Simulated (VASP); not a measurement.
Set up this calculation in VASP 6.6.1, as the native input.

* Task: single point
* Functional: r2SCAN
* Potentials or basis: VASP PAW PBE potentials, release 64 (Al, N)
* Cutoff: 520 eV
* k mesh: 10 × 10 × 10
* Occupations: gaussian, width 0.01 eV
* Spin: no spin polarisation
* Dipole correction: no
* Further INCAR settings: ALGO = Normal; EDIFF = 1e-06; NBANDS = 11

Crystal: AlN.

```xyz
2
Lattice="0.0000 2.0189 2.0592 2.0189 0.0000 2.0592 2.0189 2.0189 0.0000" Properties=species:S:1:pos:R:3 pbc="T T T"
Al    0.0000    0.0000    0.0000
N     2.0189    2.0189    2.0592
```

This cell differs from its parent crystal: uniaxial z strain +2.0%.

One way to write it, as run:

POSCAR

```
AlN
1.0
    0.0000000000      2.0188684521      2.0592458212
    2.0188684521      0.0000000000      2.0592458212
    2.0188684521      2.0188684521      0.0000000000
Al N
1 1
Direct
    0.0000000000      0.0000000000      0.0000000000
    0.5000000000      0.5000000000      0.5000000000
```

INCAR.step1

```
SYSTEM = AlN
PREC = Accurate
ENCUT = 520
ISMEAR = 0
SIGMA = 0.01
LREAL = .FALSE.
LASPH = .TRUE.
NELM = 100
NBANDS = 11
GGA = PE
ALGO = Normal
EDIFF = 1E-4
LWAVE = .TRUE.
LCHARG = .FALSE.
```

INCAR.step2

```
SYSTEM = AlN
PREC = Accurate
ENCUT = 520
EDIFF = 1E-6
ISMEAR = 0
SIGMA = 0.01
LREAL = .FALSE.
LASPH = .TRUE.
NELM = 100
ALGO = Normal
ISIF = 2
LWAVE = .FALSE.
LCHARG = .FALSE.
METAGGA = R2SCAN
LMIXTAU = .TRUE.
NBANDS = 11
ISTART = 1
```

KPOINTS

```
Automatic mesh
0
G
  10 10 10
  0 0 0
```

Potentials or basis: VASP PAW PBE potentials, release 64 (Al, N).

Command:

```console
$ cat potpaw_PBE.64/Al/POTCAR potpaw_PBE.64/N/POTCAR > POTCAR
$ cp INCAR.step1 INCAR
$ mpirun -np 1 vasp_std > vasp.out
$ cp INCAR.step2 INCAR
$ mpirun -np 1 vasp_std > vasp.out
```

It gave:

- Pressure: -5.9 GPa
- Band gap on the k mesh: 5.18 eV, indirect (least direct gap 6.18 eV)

Caveat: the cell differs from its parent crystal (uniaxial z strain +2.0%); the PAW data sets were made with another functional, which shifts forces and pressure a little.

Wall time 54 s on 1 thread of AMD EPYC 9R45 96-Core Processor (Zen 5) (shared host), peak memory 0.12 GiB.
